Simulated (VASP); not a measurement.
Si3N4, 14 atoms in the cell. Symmetry: Fd-3m, No. 227, cubic system. The conventional cell has a = 7.789 Å, b = 7.789 Å, c = 7.789 Å, α = 90.00°, β = 90.00°, γ = 90.00°. Within 2.5 Å of Si (site symmetry -3m) lie 6 N at 1.89 Å. Within 2.4 Å of Si (site symmetry -43m) lie 4 N at 1.79 Å. Within 2.4 Å of N (site symmetry 3m) lie 4 Si at 1.79 to 1.89 Å. 

| Property | Result |
| --- | --- |
| Program | VASP 6.6.1 |
| Task | relaxation of cell and atoms |
| Functional | PBE |
| Dispersion | D3(BJ) |
| Potentials or basis | VASP PAW PBE potentials, release 64 (Si, N) |
| Cutoff | 600 eV |
| k mesh | 6 × 6 × 6 |
| Occupations | gaussian, width 0.02 eV |
| Spin | no spin polarisation |
| Dipole correction | no |
| Further INCAR settings | ALGO = Normal; EDIFF = 1e-06; IBRION = 2; EDIFFG = -0.005; NSW = 70; ISIF = 3 |

Potentials or basis: VASP PAW PBE potentials, release 64 (Si, N).

Command:

```bash
$ cat potpaw_PBE.64/Si/POTCAR potpaw_PBE.64/N/POTCAR > POTCAR
$ mpirun -np 1 vasp_std > vasp.out
```

Hardware: 1 thread of Intel Xeon 6975P-C, on a shared host.

How long does it take, and how much memory?

It took 8.8 min on 1 thread of Intel Xeon 6975P-C, on a shared host, peak memory 0.39 GiB. Counts: scf iterations 50, k points 16, ion steps 8.
